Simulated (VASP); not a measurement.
Wanted: the native input for a VASP 6.6.1 run.

| Property | Result |
| --- | --- |
| Task | relaxation of cell and atoms |
| Functional | PBEsol |
| Potentials or basis | VASP PAW PBE potentials, release 64 (Co, Si) |
| Cutoff | 600 eV |
| k mesh | 12 × 12 × 12 |
| Occupations | gaussian, width 0.05 eV |
| Spin | no spin polarisation |
| Dipole correction | no |
| Further INCAR settings | ALGO = Normal; EDIFF = 1e-07; IBRION = 2; EDIFFG = -0.005; NSW = 100; ISIF = 3 |

The structure of CoSi2 lies in POSCAR:

```
CoSi2
1.0
    0.0000000000      2.6850000000      2.6850000000
    2.6850000000      0.0000000000      2.6850000000
    2.6850000000      2.6850000000      0.0000000000
Co Si
1 2
Direct
    0.0000000000      0.0000000000      0.0000000000
    0.2500000000      0.2500000000      0.2500000000
    0.7500000000      0.7500000000      0.7500000000
```

One way to write it, as run:

INCAR

```
SYSTEM = CoSi2
PREC = Accurate
ENCUT = 600
EDIFF = 1E-7
ISMEAR = 0
SIGMA = 0.05
LREAL = .False.
LASPH = .True.
NELM = 60
ALGO = Normal
ISIF = 3
LWAVE = .False.
LCHARG = .False.
GGA = PS
IBRION = 2
NSW = 100
EDIFFG = -0.005
```

KPOINTS

```
regular mesh
0
Gamma
  12 12 12
  0 0 0
```

Potentials or basis: VASP PAW PBE potentials, release 64 (Co, Si).

Launch:

```bash
$ cat potpaw_PBE.64/Co/POTCAR potpaw_PBE.64/Si/POTCAR > POTCAR
$ mpirun -np 1 vasp_std > vasp.out
```

It gave:

| Property | Result |
| --- | --- |
| Relaxed volume | 12.50 Å³/atom |
| Relaxed cell | a = 3.757 Å, b = 3.757 Å, c = 3.757 Å, α = 60.00°, β = 60.00°, γ = 60.00° |
| Space group after relaxing (to 0.1 Å) | Fm-3m (No. 225) |
| Energy gained by relaxing | 7.6 meV/atom |
| Ionic steps | 3 |
| Pressure after relaxing | -0.1 GPa |
| Band gap on the k mesh | zero (an odd number of electrons rules out a gap without spin polarisation) |

Caveat: the PAW data sets were made with another functional, which shifts forces and pressure a little; the run has no spin polarisation, though such a crystal can be magnetic.

Run time: 2.5 min on 1 thread of Intel Xeon 8259CL (shared host), peak memory 0.21 GiB.
